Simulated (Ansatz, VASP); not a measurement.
## NbP in VASP and in Ansatz

The input INCAR:

```
ALGO = Normal
EDIFF = 1E-7
ENCUT = 520
ISIF = 2
ISMEAR = -1
LASPH = T
LCHARG = T
LDAU = T
LDAUJ = 0 0
LDAUL = 2 -1
LDAUPRINT = 1
LDAUTYPE = 2
LDAUU = 2 0
LELF = T
LMAXMIX = 4
LREAL = F
LVHAR = T
LWAVE = F
NBANDS = 26
NELM = 150
PREC = Accurate
SIGMA = 0.05
```

The input KPOINTS:

```
k-points
0
Gamma
  11 11 11
```

The input POSCAR:

```
NbP
1.0
   -1.6749232544      1.6749232544      5.7401081759
    1.6749232544     -1.6749232544      5.7401081759
    1.6749232544      1.6749232544     -5.7401081759
Nb P
2 2
Direct
    0.2498808000      0.7498808000      0.5000000000
    0.4998808000      0.4998808000      0.0000000000
    0.8327477700      0.3327477700      0.5000000000
    0.0827477700      0.0827477700      0.0000000000
```

input.yaml

```yaml
crystal:
  lattice:
    - [-1.6749232544, 1.6749232544, 5.7401081759]
    - [1.6749232544, -1.6749232544, 5.7401081759]
    - [1.6749232544, 1.6749232544, -5.7401081759]
  atoms:
    - { symbol: Nb, position: [0.2498808, 0.7498808, 0.5] }
    - { symbol: Nb, position: [0.4998808, 0.4998808, 0.0] }
    - { symbol: P, position: [0.83274777, 0.33274777, 0.5] }
    - { symbol: P, position: [0.08274777, 0.08274777, 0.0] }
hamiltonian:
  xc: lda
  pseudopotentials: { kind: paw }
  hubbard: { sites: [{ species: Nb, l: d, u_eff: 2.0 }] }
kpoints:
  mp_grid: { grid: [11, 11, 11] }
  band_path:
    path:
      - [[0.0, 0.0, 0.0], [-0.5, 0.5, 0.0], [-0.5, 0.5, -0.0425715708], [-0.2712857854, 0.2712857854, -0.2712857854], [0.0, 0.0, 0.0], [0.5, 0.5, -0.5], [0.2712857854, 0.7287142146, -0.7287142146], [0.0, 0.5, -0.5], [-0.25, 0.75, -0.25], [0.0425715708, 0.9574284292, -0.5], [0.5, 0.5, -0.5]]
      - [[-0.5, 0.5, 0.0], [-0.25, 0.75, -0.25]]
    npoints: 14
scf:
  occupations: { method: fermi_dirac, width: 0.05 }
  n_extra_bands: 10
output:
  forces: true
  stress: true
  eigenvalues: true
  fatbands: false
```

Alike in both runs: functional LDA; k mesh 11 × 11 × 11; occupations fermi-dirac, width 0.05 eV; no spin polarisation; Hubbard terms Nb d U = 2.0 eV.

```csv
,VASP,Ansatz
version,VASP 6.6.1,Ansatz 0.2.0
potentials or method,"VASP PAW LDA potentials, release 64 (Nb_sv, P)",Ansatz PAW
plane-wave cutoff (eV),520,420
valence electrons in the cell,36,36
task,single point,band structure
```

|  | VASP | Ansatz | Ansatz less VASP |
| --- | --- | --- | --- |
| pressure (GPa) | -6.6 | -8.6 | -1.99 |
| traceless stress, the component that is largest in VASP (GPa) | -0.03 | 0.24 | +0.274 |
| rms of the force components (eV/Å) | 0.006 | 0.007 | +0.0013 |

LDA's correlation is that of Perdew and Zunger in VASP and of Perdew and Wang (1992) in Ansatz. The programs project onto different local orbitals, so the same U acts differently, and such runs can settle in different states. Atom by atom the forces differ by 0.001 eV/Å (rms over components).
